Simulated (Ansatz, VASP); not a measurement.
**Two plane-wave programs on Ru2Pb**

```
Ru Pb
1.0
     4.42596    0.00000    0.00000
    -2.21298    3.83299    0.00000
     0.00000    0.00000    3.14282
Ru Pb
2 1
Direct
  0.33333 0.66667 0.50000
  0.66667 0.33333 0.50000
  0.00000 0.00000 0.00000
```

Alike in both runs: functional PBE; k mesh 12 × 12 × 14; occupations gaussian, width 0.1 eV; no spin polarisation.

Ansatz relaxed the structure, and its values are those at the end. VASP's run is a single point on that final structure, the one shown.

|  | VASP | Ansatz |
| --- | --- | --- |
| version | VASP 6.6.1 | Ansatz 0.2.0 |
| potentials or method | VASP PAW PBE potentials, release 64 (Ru_pv, Pb_d), cutoff 520 eV | scalar-relativistic, plane waves, PAW |
| valence electrons in the cell | 42 | 46 |

VASP gave:

```
gap on the k mesh at the Fermi level (eV) : none
pressure (GPa)                            : 0.1
```

Task: Which values does Ansatz return?

Result: gap on the k mesh at the Fermi level (eV): none; pressure (GPa): 0.0.

A gap of «none» marks a metal or a gap that the smearing closes. With one functional, cell and mesh, what is left measures potentials, basis and numerics. VASP's potentials hold 42 valence electrons a cell and Ansatz's 46, so a difference there can come from the potentials and not from the codes.

Neither program's run includes spin-orbit coupling.
